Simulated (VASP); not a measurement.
The system is KPt.

```xyz
2
Lattice="3.0008 0.0000 0.0000 -1.5004 2.5988 0.0000 0.0000 0.0000 5.3456" Properties=species:S:1:pos:R:3 pbc="T T T"
Pt    1.5004    0.8663    0.0000
K     0.0000    0.0000    2.6728
```

Base run:

| Quantity | Value |
| --- | --- |
| Program | VASP 6.6.1 |
| Functional | PBE |
| Potentials or basis | VASP PAW PBE potentials, release 64 (Pt, K_sv) |
| Cutoff | 520 eV |
| k mesh | 10 × 10 × 5 |
| Occupations | fermi-dirac, width 0.05 eV |
| Spin | no spin polarisation |

Its results: pressure 0.5 GPa.

**Question.** The run is repeated on the same cell with these changes: functional from PBE to BLYP. What comes out?

**Answer.** Pressure 5.3 GPa.

BLYP binds less tightly than PBE, so the same cell stands under more pressure.

Caveats: the PAW data sets were made with another functional, which shifts forces and pressure a little (some runs).
